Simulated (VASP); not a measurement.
Runs of VASP 6.6.1 on Ni. The structure is that of space group Fm-3m (No. 225), or close to it. The cells are those of the table. 

```tsv
spin	cell	k mesh	gap on the mesh (eV)	pressure (GPa)
non-collinear, zero start, SOC	a = 2.446 Å, angles 60.0°, 1 atom	16 × 16 × 16	-	0.2
off	a = 2.478 Å, angles 60.0°, 1 atom	26 × 26 × 26	none	(a)
off	a = 2.446 Å, angles 60.0°, 1 atom	15 × 15 × 15	none	0.0
off	a = 2.446 Å, angles 60.0°, 1 atom	26 × 26 × 26	none	0.1
off	a = 2.413 Å, angles 60.0°, 1 atom	26 × 26 × 26	none	(b)
```

Alike in all rows: task single point; level PBEsol; potentials or basis VASP PAW PBE potentials, release 64 (Ni); cutoff (eV) 520; smearing fermi-dirac 0.1 eV.

Task: Estimate the missing entries.

Result: (a) -8.1; (b) 10.4.

Caveats: the PAW data sets were made with another functional, which shifts forces and pressure a little.

A gap of «none» marks levels without a gap at the run's occupations.
